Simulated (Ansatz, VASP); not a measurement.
**Al2Cu: VASP beside Ansatz**

```xyz
6
Lattice="2.7749 0.0000 0.0000 -1.3875 2.4032 0.0000 0.0000 0.0000 13.3056" Properties=species:S:1:pos:R:3 pbc="T T T"
Al    0.0000    1.6021    3.0331
Al    0.0000    1.6021    7.8907
Al    1.3875    0.8011    5.4149
Al    1.3875    0.8011   10.2725
Cu    0.0000    1.6021   12.2906
Cu    1.3875    0.8011    1.0150
```

Alike in both runs: task relaxation of cell and atoms; functional PBE; k mesh 18 × 18 × 4; occupations gaussian, width 0.1 eV; no spin polarisation.

|  | VASP | Ansatz |
| --- | --- | --- |
| version | VASP 6.6.1 | Ansatz 0.2.0 |
| potentials or method | VASP PAW PBE potentials, release 64 (Al, Cu), cutoff 600 eV | scalar-relativistic, plane waves, PAW |
| valence electrons in the cell | 34 | 50 |

|  | VASP | Ansatz | Ansatz less VASP |
| --- | --- | --- | --- |
| gap on the k mesh at the Fermi level, each at its own relaxed structure (eV) | none | none | - |
| relaxed volume (Å³/atom) | 14.87 | 14.84 | -0.024 |
| relaxed cell length with the largest relative difference (Å) | 13.255 | 13.240 | -0.0152 |

A gap of «none» marks a metal or a gap that the smearing closes. VASP's potentials hold 34 valence electrons a cell and Ansatz's 50, so a difference there can come from the potentials and not from the codes.
